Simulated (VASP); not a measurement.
# WC (P-6m2) in VASP: single point with BLYP+D3(BJ)

Aim: the single point of WC with BLYP+D3(BJ).

Program: VASP 6.6.1. These are calculated values, not measurements. Logs are shortened: lines on timing, memory, paths and dates and some standing lists are left out, and cuts for length are marked.

### Step 1. The cell of the first run

The structure is hexagonal, space group P-6m2 (No. 187). Conventional cell: a = 2.907 Å, b = 2.907 Å, c = 2.837 Å, α = 90.00°, β = 90.00°, γ = 120.00°. Within 3.0 Å of W (site symmetry -6m2) lie 6 C at 2.20 Å and 8 W at 2.84 to 2.91 Å. Within 3.0 Å of C (site symmetry -6m2) lie 6 W at 2.20 Å and 8 C at 2.84 to 2.91 Å.

### Step 2. Single point, BLYP+D3(BJ)

POSCAR reads:

```
WC
1.0
    2.9065000000      0.0000000000      0.0000000000
   -1.4532500000      2.5171028361      0.0000000000
    0.0000000000      0.0000000000      2.8366000000
W C
1 1
Direct
    0.0000000000      0.0000000000      0.0000000000
    0.6666666667      0.3333333333      0.5000000000
```

INCAR.step1 reads:

```
SYSTEM = WC
  PREC = Accurate
  ENCUT = 520
  EDIFF = 1E-6
  ISMEAR = -5
  SIGMA = 0.05
  LREAL = .FALSE.
  LASPH = .TRUE.
  NELM = 120
  ALGO = Normal
  ISIF = 2
  LWAVE = .FALSE.
  LCHARG = .TRUE.
  LMAXMIX = 4
  GGA = B5
  ALDAX = 1.0
  AGGAX = 1.0
  AGGAC = 1.0
  ALDAC = 0.0
  IVDW = 12
  VDW_S6 = 1.0
  VDW_S8 = 2.6996
  VDW_A1 = 0.4298
  VDW_A2 = 4.2359
  NBANDS = 16
  GGA_COMPAT = .FALSE.
  NEDOS = 2001
  LORBIT = 11
```

KPOINTS.step1 reads:

```
Automatic mesh
0
G
  10 10 9
  0 0 0
```

INCAR.step2 reads:

```
SYSTEM = WC
  PREC = Accurate
  ENCUT = 520
  EDIFF = 1E-6
  ISMEAR = -5
  SIGMA = 0.05
  LREAL = .FALSE.
  LASPH = .TRUE.
  NELM = 120
  ALGO = Normal
  ISIF = 2
  LWAVE = .FALSE.
  LCHARG = .FALSE.
  LMAXMIX = 4
  GGA = B5
  ALDAX = 1.0
  AGGAX = 1.0
  AGGAC = 1.0
  ALDAC = 0.0
  IVDW = 12
  VDW_S6 = 1.0
  VDW_S8 = 2.6996
  VDW_A1 = 0.4298
  VDW_A2 = 4.2359
  LORBIT = 11
  NEDOS = 1001
  ICHARG = 11
  GGA_COMPAT = .FALSE.
```

KPOINTS.step2 reads:

```
Automatic mesh
0
G
  15 15 14
  0 0 0
```

Potentials or basis: VASP PAW PBE potentials, release 64 (W_sv, C).

The run is started by

```console
$ cat potpaw_PBE.64/W_sv/POTCAR potpaw_PBE.64/C/POTCAR > POTCAR
$ cp INCAR.step1 INCAR
$ cp KPOINTS.step1 KPOINTS
$ mpirun -np 1 vasp_std > vasp.out
$ cp INCAR.step2 INCAR
$ cp KPOINTS.step2 KPOINTS
$ mpirun -np 1 vasp_std > vasp.out
```

OUTCAR:

```text
SYSTEM = WC
   PREC = Accurate
   ENCUT = 520
   EDIFF = 1E-6
   ISMEAR = -5
   LREAL = .FALSE.
   LASPH = .TRUE.
   NELM = 120
   ISIF = 2
   GGA = B5
   IVDW = 12
   LORBIT = 11
   ICHARG = 11
 IVDW          = 12

 ion  position               nearest neighbor table
   1  0.000  0.000  0.000-   2 2.20   2 2.20   2 2.20   2 2.20   2 2.20   2 2.20
   2  0.667  0.333  0.500-   1 2.20   1 2.20   1 2.20   1 2.20   1 2.20   1 2.20

  LATTYP: Found a hexagonal cell.
 ALAT       =     2.9065000000
 C/A-ratio  =     0.9759504559

  Lattice vectors:

 A1 = (   2.9065000000,   0.0000000000,   0.0000000000)
 A2 = (  -1.4532500000,   2.5171028361,   0.0000000000)
 A3 = (   0.0000000000,   0.0000000000,   2.8366000000)

Analysis of symmetry for initial positions (statically):
=====================================================================
 Subroutine PRICEL returns:
 Original cell was already a primitive cell.

 Routine SETGRP: Setting up the symmetry group for a
 hexagonal supercell.

 Subroutine GETGRP returns: Found 12 space group operations
 (whereof 12 operations were pure point group operations)
 out of a pool of 24 trial point group operations.

The static configuration has the point symmetry D_3h.

Analysis of symmetry for dynamics (positions and initial velocities):
=====================================================================
 Subroutine PRICEL returns:
 Original cell was already a primitive cell.

 Routine SETGRP: Setting up the symmetry group for a
 hexagonal supercell.

 Subroutine GETGRP returns: Found 12 space group operations
 (whereof 12 operations were pure point group operations)
 out of a pool of 24 trial point group operations.

The dynamic configuration has the point symmetry D_3h.

 Subroutine INISYM returns: Found 12 space group operations
 (whereof 12 operations are pure point group operations),
 and found     1 'primitive' translations

----------------------------------------------------------------------------------------

                                     Primitive cell

  volume of cell :      20.7525

  direct lattice vectors                    reciprocal lattice vectors
     2.906500000  0.000000000  0.000000000     0.344056425  0.198641070  0.000000000
    -1.453250000  2.517102836  0.000000000     0.000000000  0.397282139  0.000000000
     0.000000000  0.000000000  2.836600000     0.000000000  0.000000000  0.352534725

  length of vectors
     2.906500000  2.906500000  2.836600000     0.397282139  0.397282139  0.352534725

  position of ions in fractional coordinates (direct lattice)
     0.000000000  0.000000000  0.000000000
     0.666666667  0.333333333  0.500000000

  ion indices of the primitive-cell ions
   primitive index   ion index
                 1           1
                 2           2

----------------------------------------------------------------------------------------

 KPOINTS: Automatic mesh

Automatic generation of k-mesh.
 Grid dimensions read from file:
 generate k-points for:   15   15   14

 Generating k-lattice:

  Cartesian coordinates                     Fractional coordinates (reciprocal lattice)
     0.022937095  0.013242738  0.000000000     0.066666667  0.000000000  0.000000000
     0.000000000  0.026485476  0.000000000     0.000000000  0.066666667  0.000000000
     0.000000000  0.000000000  0.025181052     0.000000000  0.000000000  0.071428571

  Length of vectors
     0.026485476  0.026485476  0.025181052

  Shift w.r.t. Gamma in fractional coordinates (k-lattice)
     0.000000000  0.000000000  0.000000000

 TETIRR: Found   3206 inequivalent tetrahedra from    18900

 Subroutine IBZKPT returns following result:
 ===========================================

 Found    216 irreducible k-points:

 Following reciprocal coordinates:
            Coordinates               Weight
  0.000000  0.000000  0.000000      1.000000
  0.066667  0.000000  0.000000      6.000000
  0.133333  0.000000  0.000000      6.000000
  0.200000  0.000000  0.000000      6.000000
  0.266667  0.000000  0.000000      6.000000
  0.333333  0.000000  0.000000      6.000000
[... 16 lines left out ...]
  0.333333  0.200000  0.000000     12.000000
  0.400000  0.200000  0.000000      6.000000
 [... further k-points ...]
   k-points           NKPTS =    216   k-points in BZ     NKDIM =    216   number of bands    NBANDS=     13
   number of dos      NEDOS =   1001   number of ions     NIONS =      2
   total plane-waves  NPLWV =  13824
   dimension x,y,z NGX =    24 NGY =   24 NGZ =   24
   dimension x,y,z NGXF=    48 NGYF=   48 NGZF=   48
   ions per type =               1   1
   NGX,Y,Z   is equivalent  to a cutoff of  13.73, 13.73, 14.07 a.u.
   NGXF,Y,Z  is equivalent  to a cutoff of  27.46, 27.46, 28.13 a.u.
 SYSTEM =  WC
   PREC   = accura    normal or accurate (medium, high low for compatibility)
   ISTART =      0    job   : 0-new  1-cont  2-samecut
   ICHARG =     11    charge: 1-file 2-atom 10-const
   ISPIN  =      1    spin polarized calculation?
   LNONCOLLINEAR =      F non collinear calculations
   LSORBIT =      F    spin-orbit coupling
   LASPH  =      T    aspherical Exc in radial PAW
   ENCUT  =  520.0 eV  38.22 Ry    6.18 a.u.   5.40  5.40  5.27*2*pi/ulx,y,z
   NELM   =    120;   NELMIN=  2; NELMDL=  0     # of ELM steps
   EDIFF  = 0.1E-05   stopping-criterion for ELM
   LREAL  =      F    real-space projection
   EDIFFG = 0.1E-04   stopping-criterion for IOM
   NSW    =      0    number of steps for IOM
   IBRION =     -1    ionic relax: 0-MD 1-quasi-New 2-CG
   NFREE  =      0    steps in history (QN), initial steepest desc. (CG)
   ISIF   =      2    stress and relaxation
   ISYM   =      2    0-nonsym 1-usesym 2-fastsym
   POTIM  = 0.5000    time-step for ionic-motion
   TEBEG  =    0.0;   TEEND  =   0.0 temperature during run
   PSTRESS=    0.0 pullay stress
   NELECT =      18.0000    total number of electrons
   NUPDOWN=      -1.0000    fix difference up-down
   EMIN   =  10.00;   EMAX   =-10.00  energy-range for DOS
   EFERMI =   0.00;   METHOD = LEGACY
   ISMEAR =    -5;   SIGMA  =   0.05  broadening in eV -4-tet -1-fermi 0-gaus
   EFERMI_NEDOS =   21; number of points for ismear=-14 and -15
   IALGO  =     38    algorithm
   IMIX   =      4    mixing-type and parameters
     AMIX     =   0.40;   BMIX     =  1.00
     AMIX_MAG =   1.60;   BMIX_MAG =  1.00
  volume/ion in A,a.u.               =      10.38        70.02
  Fermi-wavevector in a.u.,A,eV,Ry     =   1.561262  2.950358 33.164744  2.437540
  Thomas-Fermi vector in A             =   2.664353
   LORBIT       =     11    0 simple, 1 ext, 2 COOP (PROOUT), +10 PAW based schemes
   GGA     = B5    functional components
   LHFCALC =     F    Hartree Fock is set to
   AEXX    =    0.0000 exact exchange contribution
   IVDW    =    12    specifies the selected vdW correction
   LEPSILON=     F    determine dielectric tensor
   LRPA    =     F    only Hartree local field effects (RPA)
 non-spin polarized calculation
 Fermi weights with tetrahedron method with Bloechl corrections
  energy-cutoff  :      520.00
  volume of cell :       20.75
 maximum number of plane-waves:       580
 NGX is ok and might be reduce to    24

 number of electron      18.0000000 magnetization

 Free energy of the ion-electron system (eV)
  ---------------------------------------------------
  ext. energy  EPLUGINS =         0.00000000
  ---------------------------------------------------
  free energy    TOTEN  =       -19.94691622 eV

  energy without entropy =      -19.94691622  energy(sigma->0) =      -19.94691622

 E-fermi :  11.5689     XC(G=0): -13.0912

 val. band max:       11.6815756131   @ k =   0.0000   0.0000   0.0000
 cond. band min:      11.5417051327   @ k =   0.0667   0.0667   0.3571
 fundamental gap:     -0.1398704804
 Fermi energy:        11.5688844569

 k-point     1 :       0.0000    0.0000    0.0000
  band No.  band energies     occupation
      1     -62.0589      2.00000
      2     -26.2940      2.00000
      3     -26.1960      2.00000
      4     -26.1960      2.00000
      5      -2.6755      2.00000
      6       7.3421      2.00000
      7       8.2509      2.00000
      8       8.2509      2.00000
      9      11.6816      1.28346
     10      14.7541      0.00000
     11      14.7541      0.00000
     12      17.1192      0.00000
     13      17.1192      0.00000

 k-point     2 :       0.0667    0.0000    0.0000
  band No.  band energies     occupation
      1     -62.0563      2.00000
      2     -26.2892      2.00000
      3     -26.2334      2.00000
      4     -26.2044      2.00000
      5      -2.5599      2.00000
      6       7.3839      2.00000
      7       8.0920      2.00000
      8       8.3603      2.00000
      9      11.3217      2.03162
     10      14.7126      0.00000
     11      15.1507      0.00000
     12      16.8864      0.00000
     13      17.0399      0.00000

 k-point     3 :       0.1333    0.0000    0.0000
  band No.  band energies     occupation
      1     -62.0490      2.00000
      2     -26.3380      2.00000
      3     -26.2756      2.00000
      4     -26.2283      2.00000
      5      -2.2262      2.00000
      6       7.2361      2.00000
      7       7.9606      2.00000
      8       8.6766      2.00000
      9      10.5795      2.00000
     10      14.5975      0.00000
     11      15.9826      0.00000
     12      16.3086      0.00000
     13      16.8314      0.00000

 k-point     4 :       0.2000    0.0000    0.0000
  band No.  band energies     occupation
      1     -62.0382      2.00000
      2     -26.4893      2.00000
      3     -26.2633      2.00000
      4     -26.2555      2.00000
      5      -1.7133      2.00000
      6       6.6549      2.00000
      7       8.2054      2.00000
      8       9.1620      2.00000
      9       9.7982      2.00000
     10      14.4334      0.00000
     11      15.6388      0.00000
     12      16.5638      0.00000
     13      16.8507      0.00000

 k-point     5 :       0.2667    0.0000    0.0000
  band No.  band energies     occupation
      1     -62.0258      2.00000
      2     -26.6592      2.00000
      3     -26.3031      2.00000
      4     -26.2323      2.00000
      5      -1.0819      2.00000
      6       6.0059      2.00000
      7       8.4571      2.00000
      8       9.1067      2.00000
      9       9.7501      2.00000
     10      14.2523      0.00000
     11      15.1887      0.00000
     12      16.3129      0.00000
     13      17.5614      0.00000
[... 257 lines left out ...]
 k-point    22 :       0.2667    0.2000    0.0000
  band No.  band energies     occupation
      1     -62.0023      2.00000
      2     -26.8571      2.00000
      3     -26.4992      2.00000
      4     -26.1883      2.00000
      5       0.3952      2.00000
      6       5.1987      2.00000
      7       8.2176      2.00000
      8       8.2977      2.00000
      9      10.8130      2.00000
     10      13.0217      0.00000
     11      14.1534      0.00000
     12      16.4536      0.00000
     13      19.5085      0.00000

 k-point    23 :       0.3333    0.2000    0.0000
  band No.  band energies     occupation
      1     -61.9963      2.00000
      2     -26.9036      2.00000
      3     -26.5507      2.00000
      4     -26.1771      2.00000
      5       0.8573      2.00000
      6       5.0261      2.00000
      7       7.8494      2.00000
      8       8.1299      2.00000
      9      11.3698      1.95185
     10      12.7620      0.00000
     11      14.2141      0.00000
     12      15.9888      0.00000
     13      19.8750      0.00000

 k-point    24 :       0.4000    0.2000    0.0000
  band No.  band energies     occupation
      1     -61.9942      2.00000
      2     -26.9193      2.00000
      3     -26.5696      2.00000
      4     -26.1731      2.00000
      5       1.0349      2.00000
      6       4.9717      2.00000
      7       7.6875      2.00000
      8       8.0738      2.00000
      9      11.5884      1.62703
     10      12.6707      0.00000
     11      14.4268      0.00000
     12      15.5836      0.00000
     13      19.9966      0.00000

 [... further k-points ...]

------------------------ aborting loop because EDIFF is reached ----------------------------------------

 Edisp (eV)   -2.14953

 E8    (eV) :    -1.6150

  FORCE on cell =-STRESS in cart. coord.  units (eV):
  Direction    XX          YY          ZZ          XY          YZ          ZX
  --------------------------------------------------------------------------------------
  -------------------------------------------------------------------------------------
  Total       0.54635     0.54635     0.58327    -0.00000    -0.00000     0.00000
  in kB      42.18090    42.18090    45.03097    -0.00000    -0.00000     0.00000
  external pressure =       43.13 kB  Pullay stress =        0.00 kB

 VOLUME and BASIS-vectors are now :
 -----------------------------------------------------------------------------
  energy-cutoff  :      520.00
  volume of cell :       20.75
      direct lattice vectors                 reciprocal lattice vectors
     2.906500000  0.000000000  0.000000000     0.344056425  0.198641070  0.000000000
    -1.453250000  2.517102836  0.000000000     0.000000000  0.397282139  0.000000000
     0.000000000  0.000000000  2.836600000     0.000000000  0.000000000  0.352534725

 POSITION                                       TOTAL-FORCE (eV/Angst)
 -----------------------------------------------------------------------------------
      0.00000      0.00000      0.00000         0.000000      0.000000      0.000000
      1.45325      0.83903      1.41830        -0.000000      0.000000      0.000000
 -----------------------------------------------------------------------------------
    total drift:                               -0.000005      0.000003      0.000000

  FREE ENERGIE OF THE ION-ELECTRON SYSTEM (eV)
  ---------------------------------------------------
  free  energy   TOTEN  =       -22.0964507803 eV

  energy  without entropy=      -22.0964507803  energy(sigma->0) =      -22.09645078

 total charge

# of ion       s       p       d       tot
------------------------------------------
    1        2.346   6.414   3.437  12.198
    2        0.863   1.610   0.000   2.473
--------------------------------------------------
tot          3.209   8.025   3.437  14.671
```

Wall time 39 s (1 thread of Intel Xeon Platinum 8375C at 2.90GHz (Ice Lake), shared host); peak memory 0.2 GiB.

Results:

```yaml
Valence_electrons_inside_the_program's_atomic_spheres: W 12.20; C 2.47
Dispersion_energy_per_atom: -1.075 eV
```

Levels at points of the mesh, in eV from the Fermi level:
```tsv
k point	band 5	band 6	band 7	band 8	band 9	band 10	band 11	band 12	band 13
(0.00, 0.00, 0.00)	-14.24	-4.23	-3.32	-3.32	0.11	3.19	3.19	5.55	5.55
(0.00, 0.00, 0.50)	-10.28	-8.44	-2.02	-2.02	-0.59	-0.59	3.57	4.54	4.54
```

Caveat: the PAW data sets were made with another functional, which shifts forces and pressure a little; spin-orbit coupling is left out, which moves the levels of the heavy elements; tetrahedron occupations give inexact forces and stress in metals.
